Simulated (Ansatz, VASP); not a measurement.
**MgO: VASP beside Ansatz**

```
CELL_PARAMETERS angstrom
3.22245 0.00000 0.00000
-1.61123 2.79073 0.00000
0.00000 0.00000 4.93368
ATOMIC_POSITIONS crystal
Mg 0.33333 0.66667 0.98952
Mg 0.66667 0.33333 0.48952
O 0.33333 0.66667 0.38548
O 0.66667 0.33333 0.88548
```

Change from the starting cell: hydrostatic strain -2.0%.

Alike in both runs: task single point; functional r2SCAN; k mesh 12 × 12 × 6; no spin polarisation.

|  | VASP | Ansatz |
| --- | --- | --- |
| version | VASP 6.6.1 | Ansatz 0.2.0 |
| potentials or method | VASP PAW PBE potentials, release 64 (Mg_sv, O) | plane waves, PAW |
| plane-wave cutoff (eV) | 750 | 500 |
| occupations | gaussian, width 0.01 eV | fixed |
| valence electrons in the cell | 32 | 32 |

```csv
,VASP,Ansatz,Ansatz less VASP
gap on the k mesh at the Fermi level (eV),4.58,4.58,-0.003
pressure (GPa),8.7,8.7,-0.09
"traceless stress, the component that is largest in VASP (GPa)",-1.35,-1.36,-0.018
rms of the force components (eV/Å),0.011,0.001,-0.0106
```

VASP's potentials were made for PBE, not for r2SCAN. Atom by atom the forces differ by 0.011 eV/Å (rms over components).
